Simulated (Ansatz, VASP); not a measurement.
# C in VASP and in Ansatz

```
CELL_PARAMETERS angstrom
0.00000 1.71206 1.71206
1.71206 0.00000 1.71206
1.71206 1.71206 0.00000
ATOMIC_POSITIONS crystal
C 0.50000 0.50000 0.50000
C 0.75000 0.75000 0.75000
```

Change from the starting cell: strain -0.040 along x and y, -0.040 along z, atoms carried along.

Alike in both runs: task single point; functional r2SCAN; k mesh 12 × 12 × 12; occupations gaussian, width 0.05 eV; no spin polarisation.

|  | VASP | Ansatz |
| --- | --- | --- |
| version | VASP 6.6.1 | Ansatz 0.2.0 |
| potentials or method | VASP PAW PBE potentials, release 64 (C), cutoff 520 eV | scalar-relativistic, plane waves, PAW |
| valence electrons in the cell | 8 | 8 |

|  | VASP | Ansatz | Ansatz less VASP |
| --- | --- | --- | --- |
| gap on the k mesh at the Fermi level (eV) | 4.64 | 4.68 | +0.037 |
| least direct gap on the mesh (eV) | 6.17 | 6.23 | +0.055 |
| pressure (GPa) | 66.8 | 65.2 | -1.68 |

VASP's potentials were made for PBE, not for r2SCAN. Both programs put the cell under a high pressure, so it lies far from rest at this level. The functional is the same, so the differences come from potentials, cutoffs and numerics.

Noted on VASP's run: the cell as given lies far from equilibrium.
